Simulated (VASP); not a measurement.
# ZnS (I-4m2) in VASP: notebook

ZnS is run at these levels: PBEsol; tasks: single point.

Program: VASP 6.6.1. These are calculated values, not measurements. Logs are shortened: lines on timing, memory, paths and dates and some standing lists are left out, and cuts for length are marked.

## 1. The cell of the first run

Symmetry: I-4m2, No. 119, tetragonal system. Conventional cell: a = 4.294 Å, b = 4.294 Å, c = 4.293 Å, α = 90.00°, β = 90.00°, γ = 90.00°. Zn (site symmetry -4m2) has 4 S at 2.40 Å within 3.2 Å. S (site symmetry -4m2) has 4 Zn at 2.40 Å within 3.2 Å.

## 2. Single point, PBEsol

Contents of INCAR:

```
  ALGO = Normal
  EDIFF = 1E-6
  ENCUT = 520
  GGA = PS
  ISIF = 2
  ISMEAR = 0
  LASPH = T
  LCHARG = F
  LREAL = F
  LWAVE = F
  NBANDS = 16
  NELM = 80
  PREC = Accurate
  SIGMA = 0.05
```

Contents of KPOINTS:

```
k-points
0
Gamma
  10 10 10
```

Contents of POSCAR:

```
ZnS
1.0
    0.0000000000      3.0360198112      2.1464660065
    3.0360198112      0.0000000000      2.1464660065
    3.0360198112      3.0360198112      0.0000000000
Zn S
1 1
Direct
    0.0000000000      0.0000000000      0.0000000000
    0.7500000000      0.7500000000      0.7500000000
```

Potentials or basis: VASP PAW PBE potentials, release 64 (Zn, S).

The run is started by

```bash
$ cat potpaw_PBE.64/Zn/POTCAR potpaw_PBE.64/S/POTCAR > POTCAR
$ mpirun -np 1 vasp_std > vasp.out
```

OUTCAR:

```text
EDIFF = 1E-6
   ENCUT = 520
   GGA = PS
   ISIF = 2
   ISMEAR = 0
   LASPH = T
   LREAL = F
   NELM = 80
   PREC = Accurate

 ion  position               nearest neighbor table
   1  0.000  0.000  0.000-   2 2.40   2 2.40   2 2.40   2 2.40
   2  0.750  0.750  0.750-   1 2.40   1 2.40   1 2.40   1 2.40

  LATTYP: Found a body centered tetragonal cell.
 ALAT       =     4.2935803926
 C/A-ratio  =     0.9998489886

  Lattice vectors:

 A1 = (   0.0000000000,  -3.0360198112,  -2.1464660065)
 A2 = (   0.0000000000,   3.0360198112,  -2.1464660065)
 A3 = (   3.0360198112,   0.0000000000,   2.1464660065)

Analysis of symmetry for initial positions (statically):
=====================================================================
 Subroutine PRICEL returns:
 Original cell was already a primitive cell.

 Routine SETGRP: Setting up the symmetry group for a
 body centered tetragonal supercell.

 Subroutine GETGRP returns: Found  8 space group operations
 (whereof  8 operations were pure point group operations)
 out of a pool of 16 trial point group operations.

The static configuration has the point symmetry D_2d.

Analysis of symmetry for dynamics (positions and initial velocities):
=====================================================================
 Subroutine PRICEL returns:
 Original cell was already a primitive cell.

 Routine SETGRP: Setting up the symmetry group for a
 body centered tetragonal supercell.

 Subroutine GETGRP returns: Found  8 space group operations
 (whereof  8 operations were pure point group operations)
 out of a pool of 16 trial point group operations.

The dynamic configuration has the point symmetry D_2d.

 Subroutine INISYM returns: Found  8 space group operations
 (whereof  8 operations are pure point group operations),
 and found     1 'primitive' translations

----------------------------------------------------------------------------------------

                                     Primitive cell

  volume of cell :      39.5697

  direct lattice vectors                    reciprocal lattice vectors
     0.000000000  3.036019811  2.146466006    -0.164689307  0.164689307  0.232941029
     3.036019811  0.000000000  2.146466006     0.164689307 -0.164689307  0.232941029
     3.036019811  3.036019811  0.000000000     0.164689307  0.164689307 -0.232941029

  length of vectors
     3.718162532  3.718162532  4.293580393     0.329403489  0.329403489  0.329403489

  position of ions in fractional coordinates (direct lattice)
     0.000000000  0.000000000  0.000000000
     0.750000000  0.750000000  0.750000000

  ion indices of the primitive-cell ions
   primitive index   ion index
                 1           1
                 2           2

----------------------------------------------------------------------------------------

 KPOINTS: k-points

Automatic generation of k-mesh.
 Grid dimensions read from file:
 generate k-points for:   10   10   10

 Generating k-lattice:

  Cartesian coordinates                     Fractional coordinates (reciprocal lattice)
    -0.016468931  0.016468931  0.023294103     0.100000000  0.000000000  0.000000000
     0.016468931 -0.016468931  0.023294103     0.000000000  0.100000000  0.000000000
     0.016468931  0.016468931 -0.023294103     0.000000000  0.000000000  0.100000000

  Length of vectors
     0.032940349  0.032940349  0.032940349

  Shift w.r.t. Gamma in fractional coordinates (k-lattice)
     0.000000000  0.000000000  0.000000000

 Subroutine IBZKPT returns following result:
 ===========================================

 Found    102 irreducible k-points:

 Following reciprocal coordinates:
            Coordinates               Weight
  0.000000  0.000000  0.000000      1.000000
  0.100000 -0.000000  0.000000      8.000000
  0.200000 -0.000000  0.000000      8.000000
  0.300000  0.000000  0.000000      8.000000
  0.400000 -0.000000  0.000000      8.000000
  0.500000 -0.000000  0.000000      4.000000
[... 16 lines left out ...]
  0.300000  0.300000  0.000000      2.000000
  0.400000  0.300000  0.000000      8.000000
 [... further k-points ...]
   k-points           NKPTS =    102   k-points in BZ     NKDIM =    102   number of bands    NBANDS=     16
   number of dos      NEDOS =    301   number of ions     NIONS =      2
   total plane-waves  NPLWV =  25088
   dimension x,y,z NGX =    28 NGY =   28 NGZ =   32
   dimension x,y,z NGXF=    56 NGYF=   56 NGZF=   64
   ions per type =               1   1
   NGX,Y,Z   is equivalent  to a cutoff of  12.52, 12.52, 12.39 a.u.
   NGXF,Y,Z  is equivalent  to a cutoff of  25.04, 25.04, 24.78 a.u.
 SYSTEM =  unknown system
   PREC   = accura    normal or accurate (medium, high low for compatibility)
   ISTART =      0    job   : 0-new  1-cont  2-samecut
   ICHARG =      2    charge: 1-file 2-atom 10-const
   ISPIN  =      1    spin polarized calculation?
   LNONCOLLINEAR =      F non collinear calculations
   LSORBIT =      F    spin-orbit coupling
   LASPH  =      T    aspherical Exc in radial PAW
   ENCUT  =  520.0 eV  38.22 Ry    6.18 a.u.   6.91  6.91  7.98*2*pi/ulx,y,z
   NELM   =     80;   NELMIN=  2; NELMDL= -5     # of ELM steps
   EDIFF  = 0.1E-05   stopping-criterion for ELM
   LREAL  =      F    real-space projection
   EDIFFG = 0.1E-04   stopping-criterion for IOM
   NSW    =      0    number of steps for IOM
   IBRION =     -1    ionic relax: 0-MD 1-quasi-New 2-CG
   NFREE  =      0    steps in history (QN), initial steepest desc. (CG)
   ISIF   =      2    stress and relaxation
   ISYM   =      2    0-nonsym 1-usesym 2-fastsym
   POTIM  = 0.5000    time-step for ionic-motion
   TEBEG  =    0.0;   TEEND  =   0.0 temperature during run
   PSTRESS=    0.0 pullay stress
   NELECT =      18.0000    total number of electrons
   NUPDOWN=      -1.0000    fix difference up-down
   EMIN   =  10.00;   EMAX   =-10.00  energy-range for DOS
   EFERMI =   0.00;   METHOD = LEGACY
   ISMEAR =     0;   SIGMA  =   0.05  broadening in eV -4-tet -1-fermi 0-gaus
   EFERMI_NEDOS =   21; number of points for ismear=-14 and -15
   IALGO  =     38    algorithm
   IMIX   =      4    mixing-type and parameters
     AMIX     =   0.40;   BMIX     =  1.00
     AMIX_MAG =   1.60;   BMIX_MAG =  1.00
  volume/ion in A,a.u.               =      19.78       133.51
  Fermi-wavevector in a.u.,A,eV,Ry     =   1.259055  2.379268 21.568210  1.585219
  Thomas-Fermi vector in A             =   2.392634
   LORBIT       =      0    0 simple, 1 ext, 2 COOP (PROOUT), +10 PAW based schemes
   GGA     = PS    functional components
   LHFCALC =     F    Hartree Fock is set to
   AEXX    =    0.0000 exact exchange contribution
   IVDW    =     0    specifies the selected vdW correction
   LEPSILON=     F    determine dielectric tensor
   LRPA    =     F    only Hartree local field effects (RPA)
 non-spin polarized calculation
 Gauss-broadening in eV      SIGMA  =   0.05
  energy-cutoff  :      520.00
  volume of cell :       39.57
 maximum number of plane-waves:      1080
   NGX = 13   NGY = 13   NGZ = 15

 number of electron      17.9999990 magnetization

 Free energy of the ion-electron system (eV)
  ---------------------------------------------------
  ext. energy  EPLUGINS =         0.00000000
  ---------------------------------------------------
  free energy    TOTEN  =        -7.28814255 eV

  energy without entropy =       -7.28814255  energy(sigma->0) =       -7.28814255

 E-fermi :   2.6399     XC(G=0):  -9.9346

 val. band max:        2.3490984017   @ k =   0.0000   0.0000   0.0000
 cond. band min:       3.5667666099   @ k =   0.0000   0.0000   0.0000
 fundamental gap:      1.2176682083
 Fermi energy:         2.6398524749

 k-point     1 :       0.0000    0.0000    0.0000
  band No.  band energies     occupation
      1     -10.9497      2.00000
      2      -4.2564      2.00000
      3      -4.2564      2.00000
      4      -4.1501      2.00000
      5      -3.9349      2.00000
      6      -3.8743      2.00000
[... 8 lines left out ...]
     15      12.6744      0.00000
     16      14.3220      0.00000

 k-point     2 :       0.1000   -0.0000    0.0000
  band No.  band energies     occupation
      1     -10.8668      2.00000
      2      -4.2619      2.00000
      3      -4.2535      2.00000
      4      -4.1443      2.00000
      5      -3.9283      2.00000
      6      -3.8743      2.00000
[... 8 lines left out ...]
     15      12.5007      0.00000
     16      14.7138      0.00000

 k-point     3 :       0.2000   -0.0000    0.0000
  band No.  band energies     occupation
      1     -10.6375      2.00000
      2      -4.2756      2.00000
      3      -4.2514      2.00000
      4      -4.1168      2.00000
      5      -3.9039      2.00000
      6      -3.8725      2.00000
[... 8 lines left out ...]
     15      12.4045      0.00000
     16      15.8054      0.00000

 k-point     4 :       0.3000    0.0000    0.0000
  band No.  band energies     occupation
      1     -10.3244      2.00000
      2      -4.2623      2.00000
      3      -4.2585      2.00000
      4      -4.0686      2.00000
      5      -3.8640      2.00000
      6      -3.8597      2.00000
[... 8 lines left out ...]
     15      13.4236      0.00000
     16      15.9413      0.00000
[... 324 lines left out ...]
 k-point    22 :      -0.2000    0.2000    0.0000
  band No.  band energies     occupation
      1     -10.3335      2.00000
      2      -4.2091      2.00000
      3      -4.2084      2.00000
      4      -4.0611      2.00000
      5      -3.9221      2.00000
      6      -3.9007      2.00000
[... 8 lines left out ...]
     15      13.3849      0.00000
     16      13.6171      0.00000

 k-point    23 :       0.3000    0.3000    0.0000
  band No.  band energies     occupation
      1      -9.8984      2.00000
      2      -4.2865      2.00000
      3      -4.1661      2.00000
      4      -4.1661      2.00000
      5      -3.8187      2.00000
      6      -3.7460      2.00000
[... 8 lines left out ...]
     15      13.3572      0.00000
     16      18.3456      0.00000

 k-point    24 :       0.4000    0.3000    0.0000
  band No.  band energies     occupation
      1      -9.6961      2.00000
      2      -4.2701      2.00000
      3      -4.1313      2.00000
      4      -4.1136      2.00000
      5      -3.7933      2.00000
      6      -3.6450      2.00000
[... 8 lines left out ...]
     15      14.5856      0.00000
     16      18.3767      0.00000

 [... further k-points ...]

------------------------ aborting loop because EDIFF is reached ----------------------------------------

  FORCE on cell =-STRESS in cart. coord.  units (eV):
  Direction    XX          YY          ZZ          XY          YZ          ZX
  --------------------------------------------------------------------------------------
  -------------------------------------------------------------------------------------
  Total       -1.9637164     -1.9637164      0.2683552      0.0000000      0.0000000      0.0000000
  in kB      -79.5108043    -79.5108043     10.8656925      0.0000000      0.0000000      0.0000000
  external PRESSURE =     -49.3853054 kB  Pullay stress =       0.0000000 kB

 VOLUME and BASIS-vectors are now :
 -----------------------------------------------------------------------------
  energy-cutoff  :      520.00
  volume of cell :       39.57
      direct lattice vectors                 reciprocal lattice vectors
     0.000000000  3.036019811  2.146466006    -0.164689307  0.164689307  0.232941029
     3.036019811  0.000000000  2.146466006     0.164689307 -0.164689307  0.232941029
     3.036019811  3.036019811  0.000000000     0.164689307  0.164689307 -0.232941029

 POSITION                                       TOTAL-FORCE (eV/Angst)
 -----------------------------------------------------------------------------------
      0.00000      0.00000      0.00000        -0.000000     -0.000000     -0.000000
      4.55403      4.55403      3.21970         0.000000      0.000000      0.000000
 -----------------------------------------------------------------------------------
    total drift:                               -0.000006     -0.000006      0.000000

  FREE ENERGIE OF THE ION-ELECTRON SYSTEM (eV)
  ---------------------------------------------------
  free  energy   TOTEN  =        -7.2881425497 eV

  energy  without entropy=       -7.2881425497  energy(sigma->0) =       -7.28814255
```

Run time: 81 s. Hardware: 1 thread of Intel Xeon 8259CL, shared host; peak memory 0.2 GiB.

What came out:

```yaml
Free_energy: -7.2881 eV
Pressure: -4.9 GPa
Band_gap_on_the_k_mesh: 1.22 eV
```

Caveat: the cell stands under tension; the PAW data sets were made with another functional, which shifts forces and pressure a little. A k mesh can miss the band edges.

(Continued in part 2 of 2.)
